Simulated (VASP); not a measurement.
## C: relaxation of cell and atoms with PBEsol

C:

```xyz
4
Lattice="1.2280 -2.1271 0.0000 1.2280 2.1271 0.0000 0.0000 0.0000 7.1733" Properties=species:S:1:pos:R:3 pbc="T T T"
C     1.2280    1.7724    5.4025
C     1.2280   -0.3547    1.7708
C     1.2280   -1.7724    1.7708
C     1.2280    0.3547    5.4025
```

```yaml
Program: VASP 6.6.1
Task: relaxation of cell and atoms
Functional: PBEsol
Potentials_or_basis: VASP PAW PBE potentials, release 64 (C)
Cutoff: 600 eV
k_mesh: 18 × 18 × 6
Occupations: gaussian, width 0.1 eV
Spin: no spin polarisation
Dipole_correction: no
Further_INCAR_settings: ALGO = Normal; EDIFF = 1e-06; IBRION = 2; EDIFFG = -0.01; NSW = 80; ISIF = 3
```

- Relaxed volume: 9.40 Å³/atom
- Relaxed cell: a = 2.460 Å, b = 2.460 Å, c = 7.173 Å, α = 90.00°, β = 90.00°, γ = 119.99°
- Space group after relaxing (to 0.05 Å): Cmme (No. 67)
- Energy gained by relaxing: 0.2 meV/atom
- Ionic steps: 5
- Pressure after relaxing: 0.0 GPa
- Largest force after relaxing: 0.005 eV/Å

Forces on the atoms (eV/Å):
```
C    0.000  0.002 -0.004
C    0.000  0.002  0.004
C    0.000 -0.002  0.004
C    0.000 -0.002 -0.004
```

Step by step:
```tsv
step	energy change (eV)	largest force (eV/Å)	pressure (GPa)	volume (Å³)
1	0.0000	0.0256	1.22	37.48
2	0.0030	0.1010	-2.75	37.86
3	-0.0007	0.0138	0.01	37.59
4	-0.0006	0.0505	-0.07	37.60
5	-0.0007	0.0048	-0.01	37.59
```

Final structure:
```
C
1.0
     1.23009   -2.13010    0.00000
     1.23009    2.13010    0.00000
     0.00000    0.00000    7.17331
C
4
Cartesian
  1.2301 1.7751 5.4024
  1.2301 -0.3550 1.7709
  1.2301 -1.7751 1.7709
  1.2301 0.3550 5.4024
```

Levels at points of the mesh, in eV from the Fermi level:
```csv
k point,band 5,band 6,band 7,band 8,band 9,band 10,band 11,band 12
"(0.00, 0.00, 0.00)",-2.99,-2.98,-2.98,-2.97,3.58,8.32,8.34,8.36
"(0.50, 0.00, 0.00)",-6.40,-6.40,-2.42,-2.42,1.76,1.76,7.44,7.44
"(0.50, 0.50, 0.00)",-6.42,-6.39,-2.84,-1.85,1.09,2.27,7.31,7.55
"(0.00, 0.00, 0.50)",-2.99,-2.98,-2.98,-2.98,5.66,5.85,8.35,8.35
"(0.50, 0.00, 0.50)",-6.40,-6.40,-2.38,-2.38,1.63,1.63,7.43,7.43
"(0.50, 0.50, 0.50)",-6.41,-6.40,-2.41,-2.34,1.60,1.67,7.41,7.44
```

Run time: 2.6 min on 1 thread of Intel(R) Xeon(R) 6975P-C (Granite Rapids), with other jobs on the host, peak memory 0.27 GiB.

Caveat: the PAW data sets were made with another functional, which shifts forces and pressure a little; this functional lacks dispersion, which binds the layers, so the pressure and a relaxed spacing across them are unreliable.
